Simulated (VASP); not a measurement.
# Rh (Fm-3m) in VASP: further runs

Runs on Rh. Level: PBEsol. Tasks: single point, relaxation of volume and atoms at fixed shape.

Everything below comes from runs of VASP 6.6.1. Logs are shortened: lines on timing, memory, paths and dates and some standing lists are left out, and cuts for length are marked.

### Step 1. The cell of the first run

Symmetry: Fm-3m, No. 225, cubic system. The conventional cell has a = 3.780 Å, b = 3.780 Å, c = 3.780 Å, α = 90.00°, β = 90.00°, γ = 90.00°. Rh (site symmetry m-3m) has 12 Rh at 2.67 Å within 3.5 Å.

### Step 2. Single point, PBEsol

Contents of INCAR:

```
PREC     = Accurate       # precision mode
ENCUT    = 500            # plane-wave cutoff, eV
EDIFF    = 1E-6           # SCF threshold, eV
ISMEAR   = -1             # smearing method
SIGMA    = 0.05           # smearing width, eV
LREAL    = F              # projectors in reciprocal space
LASPH    = T              # aspherical terms in the spheres
NELM     = 120            # most SCF steps
ALGO     = Normal         # electronic algorithm
ISIF     = 2              # what is computed and relaxed
LWAVE    = F              # write WAVECAR
LCHARG   = F              # write CHGCAR
GGA      = PS             # functional
NBANDS   = 14             # bands
GGA_COMPAT= F
```

Contents of KPOINTS:

```
Automatic mesh
0
Gamma
  9 9 9
```

Contents of POSCAR:

```
Rh
1.0
    0.0000000000      1.8901476400      1.8901476400
    1.8901476400      0.0000000000      1.8901476400
    1.8901476400      1.8901476400      0.0000000000
Rh
1
Direct
    0.0000000000      0.0000000000      0.0000000000
```

Potentials or basis: VASP PAW PBE potentials, release 64 (Rh_pv).

Run with:

```
$ cat potpaw_PBE.64/Rh_pv/POTCAR > POTCAR
$ mpirun -np 1 vasp_std > vasp.out
```

OUTCAR:

```text
PREC = Accurate
   ENCUT = 500
   EDIFF = 1E-6
   ISMEAR = -1
   LREAL = F
   LASPH = T
   NELM = 120
   ISIF = 2
   GGA = PS

 ion  position               nearest neighbor table
   1  0.000  0.000  0.000-

  LATTYP: Found a face centered cubic cell.
 ALAT       =     3.7802952800

  Lattice vectors:

 A1 = (   0.0000000000,   1.8901476400,   1.8901476400)
 A2 = (   1.8901476400,   0.0000000000,   1.8901476400)
 A3 = (   1.8901476400,   1.8901476400,   0.0000000000)

Analysis of symmetry for initial positions (statically):
=====================================================================
 Subroutine PRICEL returns:
 Original cell was already a primitive cell.

 Routine SETGRP: Setting up the symmetry group for a
 face centered cubic supercell.

 Subroutine GETGRP returns: Found 48 space group operations
 (whereof 48 operations were pure point group operations)
 out of a pool of 48 trial point group operations.

The static configuration has the point symmetry O_h .

Analysis of symmetry for dynamics (positions and initial velocities):
=====================================================================
 Subroutine PRICEL returns:
 Original cell was already a primitive cell.

 Routine SETGRP: Setting up the symmetry group for a
 face centered cubic supercell.

 Subroutine GETGRP returns: Found 48 space group operations
 (whereof 48 operations were pure point group operations)
 out of a pool of 48 trial point group operations.

The dynamic configuration has the point symmetry O_h .

 Subroutine INISYM returns: Found 48 space group operations
 (whereof 48 operations are pure point group operations),
 and found     1 'primitive' translations

----------------------------------------------------------------------------------------

                                     Primitive cell

  volume of cell :      13.5057

  direct lattice vectors                    reciprocal lattice vectors
     0.000000000  1.890147640  1.890147640    -0.264529600  0.264529600  0.264529600
     1.890147640  0.000000000  1.890147640     0.264529600 -0.264529600  0.264529600
     1.890147640  1.890147640  0.000000000     0.264529600  0.264529600 -0.264529600

  length of vectors
     2.673072427  2.673072427  2.673072427     0.458178708  0.458178708  0.458178708

  position of ions in fractional coordinates (direct lattice)
     0.000000000  0.000000000  0.000000000

  ion indices of the primitive-cell ions
   primitive index   ion index
                 1           1

----------------------------------------------------------------------------------------

 KPOINTS: Automatic mesh

Automatic generation of k-mesh.
 Grid dimensions read from file:
 generate k-points for:    9    9    9

 Generating k-lattice:

  Cartesian coordinates                     Fractional coordinates (reciprocal lattice)
    -0.029392178  0.029392178  0.029392178     0.111111111  0.000000000  0.000000000
     0.029392178 -0.029392178  0.029392178     0.000000000  0.111111111  0.000000000
     0.029392178  0.029392178 -0.029392178     0.000000000  0.000000000  0.111111111

  Length of vectors
     0.050908745  0.050908745  0.050908745

  Shift w.r.t. Gamma in fractional coordinates (k-lattice)
     0.000000000  0.000000000  0.000000000

 Subroutine IBZKPT returns following result:
 ===========================================

 Found     35 irreducible k-points:

 Following reciprocal coordinates:
            Coordinates               Weight
  0.000000  0.000000  0.000000      1.000000
  0.111111  0.000000  0.000000      8.000000
  0.222222  0.000000  0.000000      8.000000
  0.333333  0.000000  0.000000      8.000000
  0.444444  0.000000  0.000000      8.000000
  0.111111  0.111111  0.000000      6.000000
[... 16 lines left out ...]
 -0.333333  0.333333  0.000000     12.000000
  0.444444  0.444444  0.000000      6.000000
 [... further k-points ...]
   k-points           NKPTS =     35   k-points in BZ     NKDIM =     35   number of bands    NBANDS=     14
   number of dos      NEDOS =    301   number of ions     NIONS =      1
   total plane-waves  NPLWV =   8000
   dimension x,y,z NGX =    20 NGY =   20 NGZ =   20
   dimension x,y,z NGXF=    40 NGYF=   40 NGZF=   40
   ions per type =               1
   NGX,Y,Z   is equivalent  to a cutoff of  12.44, 12.44, 12.44 a.u.
   NGXF,Y,Z  is equivalent  to a cutoff of  24.88, 24.88, 24.88 a.u.
 SYSTEM =  unknown system
   PREC   = accura    normal or accurate (medium, high low for compatibility)
   ISTART =      0    job   : 0-new  1-cont  2-samecut
   ICHARG =      2    charge: 1-file 2-atom 10-const
   ISPIN  =      1    spin polarized calculation?
   LNONCOLLINEAR =      F non collinear calculations
   LSORBIT =      F    spin-orbit coupling
   LASPH  =      T    aspherical Exc in radial PAW
   ENCUT  =  500.0 eV  36.75 Ry    6.06 a.u.   4.87  4.87  4.87*2*pi/ulx,y,z
   NELM   =    120;   NELMIN=  2; NELMDL= -5     # of ELM steps
   EDIFF  = 0.1E-05   stopping-criterion for ELM
   LREAL  =      F    real-space projection
   EDIFFG = 0.1E-04   stopping-criterion for IOM
   NSW    =      0    number of steps for IOM
   IBRION =     -1    ionic relax: 0-MD 1-quasi-New 2-CG
   NFREE  =      0    steps in history (QN), initial steepest desc. (CG)
   ISIF   =      2    stress and relaxation
   ISYM   =      2    0-nonsym 1-usesym 2-fastsym
   POTIM  = 0.5000    time-step for ionic-motion
   TEBEG  =    0.0;   TEEND  =   0.0 temperature during run
   PSTRESS=    0.0 pullay stress
   NELECT =      15.0000    total number of electrons
   NUPDOWN=      -1.0000    fix difference up-down
   EMIN   =  10.00;   EMAX   =-10.00  energy-range for DOS
   EFERMI =   0.00;   METHOD = LEGACY
   ISMEAR =    -1;   SIGMA  =   0.05  broadening in eV -4-tet -1-fermi 0-gaus
   EFERMI_NEDOS =   21; number of points for ismear=-14 and -15
   IALGO  =     38    algorithm
   IMIX   =      4    mixing-type and parameters
     AMIX     =   0.40;   BMIX     =  1.00
     AMIX_MAG =   1.60;   BMIX_MAG =  1.00
  volume/ion in A,a.u.               =      13.51        91.14
  Fermi-wavevector in a.u.,A,eV,Ry     =   1.695377  3.203797 39.107251  2.874302
  Thomas-Fermi vector in A             =   2.776432
   LORBIT       =      0    0 simple, 1 ext, 2 COOP (PROOUT), +10 PAW based schemes
   GGA     = PS    functional components
   LHFCALC =     F    Hartree Fock is set to
   AEXX    =    0.0000 exact exchange contribution
   IVDW    =     0    specifies the selected vdW correction
   LEPSILON=     F    determine dielectric tensor
   LRPA    =     F    only Hartree local field effects (RPA)
 non-spin polarized calculation
  energy-cutoff  :      500.00
  volume of cell :       13.51
 maximum number of plane-waves:       349
   NGX =  9   NGY =  9   NGZ =  9

 number of electron      15.0000007 magnetization

 Free energy of the ion-electron system (eV)
  ---------------------------------------------------
  ext. energy  EPLUGINS =         0.00000000
  ---------------------------------------------------
  free energy    TOTEN  =        -8.13623070 eV

  energy without entropy =       -8.12759960  energy(sigma->0) =       -8.13191515

 E-fermi :  12.0112     XC(G=0): -14.3353

 val. band max:       11.9267037703   @ k =   0.3333   0.2222   0.0000
 cond. band min:      12.0169466966   @ k =  -0.3333   0.3333   0.0000
 fundamental gap:      0.0902429263
 Fermi energy:        12.0112090075

 k-point     1 :       0.0000    0.0000    0.0000
  band No.  band energies     occupation
      1     -34.2940      2.00000
      2     -34.2939      2.00000
      3     -34.2939      2.00000
      4       3.8988      2.00000
      5       8.8998      2.00000
      6       8.8998      2.00000
      7       8.8998      2.00000
      8      11.0601      2.00000
      9      11.0601      2.00000
     10      28.0160      0.00000
     11      32.3668      0.00000
     12      33.5523      0.00000
     13      33.5523      0.00000
     14      33.5523      0.00000

 k-point     2 :       0.1111    0.0000    0.0000
  band No.  band energies     occupation
      1     -34.3886      2.00000
      2     -34.3067      2.00000
      3     -34.3067      2.00000
      4       4.3902      2.00000
      5       8.6974      2.00000
      6       9.0817      2.00000
      7       9.0817      2.00000
      8      10.9686      2.00000
      9      10.9686      2.00000
     10      28.7107      0.00000
     11      31.3868      0.00000
     12      32.3711      0.00000
     13      34.2877      0.00000
     14      34.2877      0.00000

 k-point     3 :       0.2222    0.0000    0.0000
  band No.  band energies     occupation
      1     -34.6245      2.00000
      2     -34.3388      2.00000
      3     -34.3388      2.00000
      4       5.4982      2.00000
      5       8.5937      2.00000
      6       9.2907      2.00000
      7       9.2907      2.00000
      8      11.0825      2.00000
      9      11.0825      2.00000
     10      28.0901      0.00000
     11      29.7255      0.00000
     12      32.3690      0.00000
     13      36.1749      0.00000
     14      36.1749      0.00000
[... 324 lines left out ...]
 k-point    23 :      -0.3333    0.3333    0.0000
  band No.  band energies     occupation
      1     -34.8238      2.00000
      2     -34.8191      2.00000
      3     -34.4831      2.00000
      4       6.8586      2.00000
      5       7.8202      2.00000
      6       9.0591      2.00000
      7      10.7946      2.00000
      8      12.0169      0.94269
      9      18.7707      0.00000
     10      22.1095      0.00000
     11      24.2263      0.00000
     12      30.7432      0.00000
     13      32.2789      0.00000
     14      32.4278      0.00000

 k-point    24 :       0.4444    0.4444    0.0000
  band No.  band energies     occupation
      1     -35.0095      2.00000
      2     -34.5721      2.00000
      3     -34.5721      2.00000
      4       5.6494      2.00000
      5       6.0160      2.00000
      6      12.5923      0.00002
      7      12.9011      0.00000
      8      12.9011      0.00000
      9      14.6333      0.00000
     10      25.3182      0.00000
     11      25.8019      0.00000
     12      25.8019      0.00000
     13      32.3537      0.00000
     14      35.2159      0.00000

 [... further k-points ...]

------------------------ aborting loop because EDIFF is reached ----------------------------------------

  FORCE on cell =-STRESS in cart. coord.  units (eV):
  Direction    XX          YY          ZZ          XY          YZ          ZX
  --------------------------------------------------------------------------------------
  -------------------------------------------------------------------------------------
  Total       -0.0015326     -0.0015326     -0.0015326      0.0000000     -0.0000000      0.0000000
  in kB       -0.1818115     -0.1818115     -0.1818115      0.0000000     -0.0000000      0.0000000
  external PRESSURE =      -0.1818115 kB  Pullay stress =       0.0000000 kB

 VOLUME and BASIS-vectors are now :
 -----------------------------------------------------------------------------
  energy-cutoff  :      500.00
  volume of cell :       13.51
      direct lattice vectors                 reciprocal lattice vectors
     0.000000000  1.890147640  1.890147640    -0.264529600  0.264529600  0.264529600
     1.890147640  0.000000000  1.890147640     0.264529600 -0.264529600  0.264529600
     1.890147640  1.890147640  0.000000000     0.264529600  0.264529600 -0.264529600

 POSITION                                       TOTAL-FORCE (eV/Angst)
 -----------------------------------------------------------------------------------
      0.00000      0.00000      0.00000         0.000000     -0.000000      0.000000
 -----------------------------------------------------------------------------------
    total drift:                               -0.000000     -0.000000     -0.000000

  FREE ENERGIE OF THE ION-ELECTRON SYSTEM (eV)
  ---------------------------------------------------
  free  energy   TOTEN  =        -8.1362306952 eV

  energy  without entropy=       -8.1275995993  energy(sigma->0) =       -8.13191515
```

It took 3.3 s on 1 thread of AMD EPYC 9R45 (Zen 5), shared host; peak memory 0.09 GiB.

What came out:

```yaml
Free_energy: -8.1362 eV
Pressure: 0.0 GPa
Band_gap_on_the_k_mesh: zero (an odd number of electrons rules out a gap without spin polarisation)
```

Caveat: the PAW data sets were made with another functional, which shifts forces and pressure a little.

[end of part 1 of 2]

The gap in the log of VASP goes by the Fermi energy; the results here count the filled bands.